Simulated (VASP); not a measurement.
# Ir (Fm-3m) in VASP: a series of runs

Ir is run at these levels: PBEsol; tasks: single point, relaxation of cell and atoms.

Everything below comes from runs of VASP 6.6.1. Logs are shortened: lines on timing, memory, paths and dates and some standing lists are left out, and cuts for length are marked.

## Step 1: The cell of the first run

The structure is cubic, space group Fm-3m (No. 225). The conventional cell has a = 3.854 Å, b = 3.854 Å, c = 3.854 Å, α = 90.00°, β = 90.00°, γ = 90.00°. Ir (site symmetry m-3m) has 12 Ir at 2.73 Å within 3.6 Å.

## Step 2: Single point, PBEsol

The input, INCAR:

```
PREC     = Accurate       # precision mode
ENCUT    = 500            # plane-wave cutoff, eV
EDIFF    = 1E-6           # SCF threshold, eV
ISMEAR   = 0              # smearing method
SIGMA    = 0.1            # smearing width, eV
LREAL    = False          # projectors in reciprocal space
LASPH    = True           # aspherical terms in the spheres
NELM     = 120            # most SCF steps
ALGO     = Normal         # electronic algorithm
ISIF     = 2              # what is computed and relaxed
LWAVE    = False          # write WAVECAR
LCHARG   = True           # write CHGCAR
GGA      = PS             # functional
LELF     = True           # ELF
LVHAR    = True         
NBANDS   = 10             # bands
GGA_COMPAT= False
```

The input, KPOINTS:

```
Automatic mesh
0
Gamma
  8 8 8
```

The input, POSCAR:

```
Ir
1.0
    0.0000000000      1.9269646700      1.9269646700
    1.9269646700      0.0000000000      1.9269646700
    1.9269646700      1.9269646700      0.0000000000
Ir
1
Direct
    0.0000000000      0.0000000000      0.0000000000
```

Potentials or basis: VASP PAW PBE potentials, release 64 (Ir).

Launch:

```sh
$ cat potpaw_PBE.64/Ir/POTCAR > POTCAR
$ mpirun -np 1 vasp_std > vasp.out
```

OUTCAR:

```text
PREC = Accurate
   ENCUT = 500
   EDIFF = 1E-6
   ISMEAR = 0
   LREAL = False
   LASPH = True
   NELM = 120
   ISIF = 2
   GGA = PS

 ion  position               nearest neighbor table
   1  0.000  0.000  0.000-

  LATTYP: Found a face centered cubic cell.
 ALAT       =     3.8539293400

  Lattice vectors:

 A1 = (   0.0000000000,   1.9269646700,   1.9269646700)
 A2 = (   1.9269646700,   0.0000000000,   1.9269646700)
 A3 = (   1.9269646700,   1.9269646700,   0.0000000000)

Analysis of symmetry for initial positions (statically):
=====================================================================
 Subroutine PRICEL returns:
 Original cell was already a primitive cell.

 Routine SETGRP: Setting up the symmetry group for a
 face centered cubic supercell.

 Subroutine GETGRP returns: Found 48 space group operations
 (whereof 48 operations were pure point group operations)
 out of a pool of 48 trial point group operations.

The static configuration has the point symmetry O_h .

Analysis of symmetry for dynamics (positions and initial velocities):
=====================================================================
 Subroutine PRICEL returns:
 Original cell was already a primitive cell.

 Routine SETGRP: Setting up the symmetry group for a
 face centered cubic supercell.

 Subroutine GETGRP returns: Found 48 space group operations
 (whereof 48 operations were pure point group operations)
 out of a pool of 48 trial point group operations.

The dynamic configuration has the point symmetry O_h .

 Subroutine INISYM returns: Found 48 space group operations
 (whereof 48 operations are pure point group operations),
 and found     1 'primitive' translations

----------------------------------------------------------------------------------------

                                     Primitive cell

  volume of cell :      14.3104

  direct lattice vectors                    reciprocal lattice vectors
     0.000000000  1.926964670  1.926964670    -0.259475437  0.259475437  0.259475437
     1.926964670  0.000000000  1.926964670     0.259475437 -0.259475437  0.259475437
     1.926964670  1.926964670  0.000000000     0.259475437  0.259475437 -0.259475437

  length of vectors
     2.725139571  2.725139571  2.725139571     0.449424640  0.449424640  0.449424640

  position of ions in fractional coordinates (direct lattice)
     0.000000000  0.000000000  0.000000000

  ion indices of the primitive-cell ions
   primitive index   ion index
                 1           1

----------------------------------------------------------------------------------------

 KPOINTS: Automatic mesh

Automatic generation of k-mesh.
 Grid dimensions read from file:
 generate k-points for:    8    8    8

 Generating k-lattice:

  Cartesian coordinates                     Fractional coordinates (reciprocal lattice)
    -0.032434430  0.032434430  0.032434430     0.125000000  0.000000000  0.000000000
     0.032434430 -0.032434430  0.032434430     0.000000000  0.125000000  0.000000000
     0.032434430  0.032434430 -0.032434430     0.000000000  0.000000000  0.125000000

  Length of vectors
     0.056178080  0.056178080  0.056178080

  Shift w.r.t. Gamma in fractional coordinates (k-lattice)
     0.000000000  0.000000000  0.000000000

 Subroutine IBZKPT returns following result:
 ===========================================

 Found     29 irreducible k-points:

 Following reciprocal coordinates:
            Coordinates               Weight
  0.000000  0.000000  0.000000      1.000000
  0.125000  0.000000  0.000000      8.000000
  0.250000  0.000000  0.000000      8.000000
  0.375000  0.000000  0.000000      8.000000
  0.500000  0.000000  0.000000      4.000000
  0.125000  0.125000  0.000000      6.000000
[... 16 lines left out ...]
  0.500000  0.250000  0.125000     48.000000
 -0.375000  0.250000  0.125000     24.000000
 [... further k-points ...]
   k-points           NKPTS =     29   k-points in BZ     NKDIM =     29   number of bands    NBANDS=     10
   number of dos      NEDOS =    301   number of ions     NIONS =      1
   total plane-waves  NPLWV =   8000
   dimension x,y,z NGX =    20 NGY =   20 NGZ =   20
   dimension x,y,z NGXF=    40 NGYF=   40 NGZF=   40
   ions per type =               1
   NGX,Y,Z   is equivalent  to a cutoff of  12.20, 12.20, 12.20 a.u.
   NGXF,Y,Z  is equivalent  to a cutoff of  24.40, 24.40, 24.40 a.u.
 SYSTEM =  unknown system
   PREC   = accura    normal or accurate (medium, high low for compatibility)
   ISTART =      0    job   : 0-new  1-cont  2-samecut
   ICHARG =      2    charge: 1-file 2-atom 10-const
   ISPIN  =      1    spin polarized calculation?
   LNONCOLLINEAR =      F non collinear calculations
   LSORBIT =      F    spin-orbit coupling
   LASPH  =      T    aspherical Exc in radial PAW
   ENCUT  =  500.0 eV  36.75 Ry    6.06 a.u.   4.97  4.97  4.97*2*pi/ulx,y,z
   NELM   =    120;   NELMIN=  2; NELMDL= -5     # of ELM steps
   EDIFF  = 0.1E-05   stopping-criterion for ELM
   LREAL  =      F    real-space projection
   EDIFFG = 0.1E-04   stopping-criterion for IOM
   NSW    =      0    number of steps for IOM
   IBRION =     -1    ionic relax: 0-MD 1-quasi-New 2-CG
   NFREE  =      0    steps in history (QN), initial steepest desc. (CG)
   ISIF   =      2    stress and relaxation
   ISYM   =      2    0-nonsym 1-usesym 2-fastsym
   POTIM  = 0.5000    time-step for ionic-motion
   TEBEG  =    0.0;   TEEND  =   0.0 temperature during run
   PSTRESS=    0.0 pullay stress
   NELECT =       9.0000    total number of electrons
   NUPDOWN=      -1.0000    fix difference up-down
   EMIN   =  10.00;   EMAX   =-10.00  energy-range for DOS
   EFERMI =   0.00;   METHOD = LEGACY
   ISMEAR =     0;   SIGMA  =   0.10  broadening in eV -4-tet -1-fermi 0-gaus
   EFERMI_NEDOS =   21; number of points for ismear=-14 and -15
   IALGO  =     38    algorithm
   IMIX   =      4    mixing-type and parameters
     AMIX     =   0.40;   BMIX     =  1.00
     AMIX_MAG =   1.60;   BMIX_MAG =  1.00
  volume/ion in A,a.u.               =      14.31        96.57
  Fermi-wavevector in a.u.,A,eV,Ry     =   1.402615  2.650559 26.767147  1.967330
  Thomas-Fermi vector in A             =   2.525359
   LORBIT       =      0    0 simple, 1 ext, 2 COOP (PROOUT), +10 PAW based schemes
   GGA     = PS    functional components
   LHFCALC =     F    Hartree Fock is set to
   AEXX    =    0.0000 exact exchange contribution
   IVDW    =     0    specifies the selected vdW correction
   LEPSILON=     F    determine dielectric tensor
   LRPA    =     F    only Hartree local field effects (RPA)
 non-spin polarized calculation
 Gauss-broadening in eV      SIGMA  =   0.10
  energy-cutoff  :      500.00
  volume of cell :       14.31
 maximum number of plane-waves:       380
   NGX =  9   NGY =  9   NGZ =  9

 number of electron       9.0000000 magnetization

 Free energy of the ion-electron system (eV)
  ---------------------------------------------------
  ext. energy  EPLUGINS =         0.00000000
  ---------------------------------------------------
  free energy    TOTEN  =        -9.74395743 eV

  energy without entropy =       -9.73466292  energy(sigma->0) =       -9.73931017

 E-fermi :  10.0993     XC(G=0): -14.0337

 val. band max:       10.0577651603   @ k =  -0.3750   0.1250   0.0000
 cond. band min:      10.1200684913   @ k =  -0.3750   0.2500   0.0000
 fundamental gap:      0.0623033310
 Fermi energy:        10.0992825276

 k-point     1 :       0.0000    0.0000    0.0000
  band No.  band energies     occupation
      1      -1.0194      2.00000
      2       6.2101      2.00000
      3       6.2101      2.00000
      4       6.2101      2.00000
      5       8.8915      2.00000
      6       8.8915      2.00000
      7      24.3733      0.00000
      8      29.9007      0.00000
      9      29.9007      0.00000
     10      29.9007      0.00000

 k-point     2 :       0.1250    0.0000    0.0000
  band No.  band energies     occupation
      1      -0.3546      2.00000
      2       5.8940      2.00000
      3       6.4713      2.00000
      4       6.4713      2.00000
      5       8.7508      2.00000
      6       8.7508      2.00000
      7      25.4576      0.00000
      8      27.3081      0.00000
      9      30.9927      0.00000
     10      30.9927      0.00000

 k-point     3 :       0.2500    0.0000    0.0000
  band No.  band energies     occupation
      1       1.1760      2.00000
      2       5.6962      2.00000
      3       6.6557      2.00000
      4       6.6557      2.00000
      5       9.0635      2.00000
      6       9.0635      2.00000
      7      23.7565      0.00000
      8      26.7401      0.00000
      9      33.5957      0.00000
     10      33.5957      0.00000

 k-point     4 :       0.3750    0.0000    0.0000
  band No.  band energies     occupation
      1       1.9876      2.00000
      2       6.3154      2.00000
      3       6.3154      2.00000
      4       7.3552      2.00000
      5      10.2518      0.03098
      6      10.2518      0.03098
      7      19.8275      0.00000
      8      24.8131      0.00000
      9      31.3429      0.00000
     10      31.3429      0.00000
[... 222 lines left out ...]
 k-point    22 :       0.3750    0.2500    0.1250
  band No.  band energies     occupation
      1       2.5644      2.00000
      2       4.5816      2.00000
      3       6.1400      2.00000
      4       8.2009      2.00000
      5       8.2796      2.00000
      6      10.8272      0.00000
      7      24.2408      0.00000
      8      26.8794      0.00000
      9      28.5254      0.00000
     10      30.5885      0.00000

 k-point    23 :       0.5000    0.2500    0.1250
  band No.  band energies     occupation
      1       3.4557      2.00000
      2       5.1217      2.00000
      3       5.5017      2.00000
      4       7.8248      2.00000
      5       9.8981      1.99556
      6      12.8574      0.00000
      7      20.1555      0.00000
      8      25.3783      0.00000
      9      26.7672      0.00000
     10      31.3556      0.00000

 k-point    24 :      -0.3750    0.2500    0.1250
  band No.  band energies     occupation
      1       3.4864      2.00000
      2       4.8957      2.00000
      3       6.4670      2.00000
      4       7.5151      2.00000
      5      10.6171      0.00000
      6      15.1427      0.00000
      7      16.5810      0.00000
      8      25.7002      0.00000
      9      25.7728      0.00000
     10      29.7409      0.00000

 [... further k-points ...]

------------------------ aborting loop because EDIFF is reached ----------------------------------------

  FORCE on cell =-STRESS in cart. coord.  units (eV):
  Direction    XX          YY          ZZ          XY          YZ          ZX
  --------------------------------------------------------------------------------------
  -------------------------------------------------------------------------------------
  Total       -0.4092259     -0.4092259     -0.4092259     -0.0000000     -0.0000000      0.0000000
  in kB      -45.8165583    -45.8165583    -45.8165583     -0.0000000     -0.0000000      0.0000000
  external PRESSURE =     -45.8165583 kB  Pullay stress =       0.0000000 kB

 VOLUME and BASIS-vectors are now :
 -----------------------------------------------------------------------------
  energy-cutoff  :      500.00
  volume of cell :       14.31
      direct lattice vectors                 reciprocal lattice vectors
     0.000000000  1.926964670  1.926964670    -0.259475437  0.259475437  0.259475437
     1.926964670  0.000000000  1.926964670     0.259475437 -0.259475437  0.259475437
     1.926964670  1.926964670  0.000000000     0.259475437  0.259475437 -0.259475437

 POSITION                                       TOTAL-FORCE (eV/Angst)
 -----------------------------------------------------------------------------------
      0.00000      0.00000      0.00000         0.000000      0.000000      0.000000
 -----------------------------------------------------------------------------------
    total drift:                               -0.000000     -0.000000     -0.000000

  FREE ENERGIE OF THE ION-ELECTRON SYSTEM (eV)
  ---------------------------------------------------
  free  energy   TOTEN  =        -9.7439574341 eV

  energy  without entropy=       -9.7346629153  energy(sigma->0) =       -9.73931017
```

It took 5.1 s on 1 thread of AMD EPYC 7R43 (Zen 3), shared host; peak memory 0.09 GiB.

Results:

| Quantity | Value |
| --- | --- |
| Free energy | -9.7440 eV |
| Pressure | -4.6 GPa |
| Band gap on the k mesh | zero (an odd number of electrons rules out a gap without spin polarisation) |

Levels at points of the mesh, in eV from the Fermi level:
```csv
k point,band 1,band 2,band 3,band 4,band 5,band 6,band 7,band 8,band 9
"(0.00, 0.00, 0.00)",-11.12,-3.89,-3.89,-3.89,-1.21,-1.21,14.27,19.80,19.80
"(0.50, 0.00, 0.00)",-8.08,-3.98,-3.98,-0.84,0.84,0.84,7.06,13.81,19.60
"(0.50, 0.50, 0.00)",-7.85,-7.30,0.83,1.39,1.39,1.59,10.26,11.56,11.56
```

Caveat: the cell stands under tension; the PAW data sets were made with another functional, which shifts forces and pressure a little; spin-orbit coupling is left out, which moves the levels of the heavy elements.

## Step 3: Single point, PBEsol

This run uses another cell than the first one, of 14.05 Å³/atom.

The input, INCAR:

```
  PREC = Accurate
  ENCUT = 500
  EDIFF = 1E-6
  ISMEAR = 0
  SIGMA = 0.1
  LREAL = False
  LASPH = True
  NELM = 120
  ALGO = Normal
  ISIF = 2
  LWAVE = False
  LCHARG = False
  GGA = PS
  NBANDS = 10
  GGA_COMPAT = False
```

The input, KPOINTS:

```
Automatic mesh
0
Gamma
  18 18 18
```

The input, POSCAR:

```
Ir
1.0
    0.0000000000      1.9150217760      1.9150217760
    1.9150217760      0.0000000000      1.9150217760
    1.9150217760      1.9150217760      0.0000000000
Ir
1
Direct
    0.0000000000      0.0000000000      0.0000000000
```

Potentials or basis: VASP PAW PBE potentials, release 64 (Ir).

Launch:

```sh
$ cat potpaw_PBE.64/Ir/POTCAR > POTCAR
$ mpirun -np 1 vasp_std > vasp.out
```

It took 22 s on 1 thread of AMD EPYC 7R43 (Zen 3), shared host; peak memory 0.11 GiB.

The run converged. Its results:

| Quantity | Value |
| --- | --- |
| Free energy | -9.8232 eV |
| Pressure | 1.0 GPa |
| Band gap on the k mesh | zero (an odd number of electrons rules out a gap without spin polarisation) |

Levels at points of the mesh, in eV from the Fermi level:
| k point | band 1 | band 2 | band 3 | band 4 | band 5 | band 6 | band 7 | band 8 | band 9 |
| --- | --- | --- | --- | --- | --- | --- | --- | --- | --- |
| (0.00, 0.00, 0.00) | -11.31 | -3.98 | -3.98 | -3.98 | -1.24 | -1.24 | 14.27 | 19.88 | 19.88 |
| (0.50, 0.00, 0.00) | -8.26 | -4.08 | -4.08 | -0.88 | 0.88 | 0.88 | 7.26 | 13.80 | 19.79 |
| (0.50, 0.50, 0.00) | -8.06 | -7.48 | 0.86 | 1.46 | 1.46 | 1.61 | 10.52 | 11.66 | 11.66 |

Caveat: the PAW data sets were made with another functional, which shifts forces and pressure a little; spin-orbit coupling is left out, which moves the levels of the heavy elements.

## Step 4: Relaxation of cell and atoms, PBEsol

The input, INCAR:

```
SYSTEM = Ir
ALGO = Normal ; EDIFF = 1E-7
EDIFFG = -0.002 ; ENCUT = 500
GGA = PS ; GGA_COMPAT = .FALSE.
IBRION = 2 ; ISIF = 3
ISMEAR = 0 ; LASPH = .TRUE.
LCHARG = .FALSE. ; LREAL = .FALSE.
LWAVE = .FALSE. ; NELM = 120
NELMIN = 4 ; NSW = 100
PREC = Accurate ; SIGMA = 0.1
```

The input, KPOINTS:

```
k-points
0
G
  18 18 18
  0 0 0
```

The input, POSCAR:

```
Ir
1.0
    0.0000000000      1.9269646700      1.9269646700
    1.9269646700      0.0000000000      1.9269646700
    1.9269646700      1.9269646700      0.0000000000
Ir
1
Direct
    0.0000000000      0.0000000000      0.0000000000
```

Launch:

```sh
$ cat potpaw_PBE.64/Ir/POTCAR > POTCAR
$ mpirun -np 1 vasp_std > vasp.out
```

Run time: 52 s. Hardware: 1 thread of AMD EPYC 7R43 (Zen 3), shared host; peak memory 0.12 GiB.

Results (log left out):

```
Free energy                           : -9.8235 eV
Relaxed volume                        : 14.08 Å³/atom
Relaxed cell                          : a = 2.711 Å, b = 2.711 Å, c = 2.711 Å, α = 60.00°, β = 60.00°, γ = 60.00°
Space group after relaxing (to 0.1 Å) : Fm-3m (No. 225)
Energy gained by relaxing             : 4.3 meV/atom
Ionic steps                           : 4
Pressure after relaxing               : 0.0 GPa
Band gap on the k mesh                : zero (an odd number of electrons rules out a gap without spin polarisation)
```

Step by step:
```csv
step,energy change (eV),largest force (eV/Å),pressure (GPa),volume (Å³)
1,0.0000,0.0000,-5.99,14.31
2,0.0671,0.0000,28.59,13.23
3,-0.0043,0.0000,-0.17,14.09
4,-0.0043,0.0000,-0.01,14.08
```

Final structure:
```cif
data_structure
_symmetry_space_group_name_H-M 'P 1'
_symmetry_Int_Tables_number 1
_cell_length_a 2.7107
_cell_length_b 2.7107
_cell_length_c 2.7107
_cell_angle_alpha 60.000
_cell_angle_beta 60.000
_cell_angle_gamma 60.000
_cell_volume 14.08
loop_
_atom_site_label
_atom_site_type_symbol
_atom_site_fract_x
_atom_site_fract_y
_atom_site_fract_z
_atom_site_occupancy
Ir1 Ir 0.00000 0.00000 0.00000 1
```

Levels at points of the mesh, in eV from the Fermi level:
```tsv
k point	band 2	band 3	band 4	band 5	band 6	band 7
(0.00, 0.00, 0.00)	-3.97	-3.97	-3.97	-1.23	-1.23	14.27
(0.50, 0.00, 0.00)	-4.07	-4.07	-0.87	0.88	0.88	7.24
(0.50, 0.50, 0.00)	-7.45	0.85	1.45	1.45	1.61	10.49
```

Caveat: the PAW data sets were made with another functional, which shifts forces and pressure a little; spin-orbit coupling is left out, which moves the levels of the heavy elements.

## Step 5: Overview

| task | cell | k mesh | gap on the mesh (eV) | pressure (GPa) |
| --- | --- | --- | --- | --- |
| single point | a = 2.725 Å, angles 60.0°, 1 atom | 8 × 8 × 8 | none | -4.6 |
| single point | a = 2.708 Å, angles 60.0°, 1 atom | 18 × 18 × 18 | none | 1.0 |
| relaxation of cell and atoms | relaxed from a = 2.725 Å, angles 60.0°, 1 atom | 18 × 18 × 18 | none | 0.0 |

Alike in all rows: level PBEsol; potentials or basis VASP PAW PBE potentials, release 64 (Ir); no spin polarisation; cutoff (eV) 500; smearing gaussian 0.1 eV.

Caveats: the PAW data sets were made with another functional, which shifts forces and pressure a little; spin-orbit coupling is left out, which moves the levels of the heavy elements; the cell stands under tension (at least some runs).

Absolute energies hang on the potentials; compare differences alone.
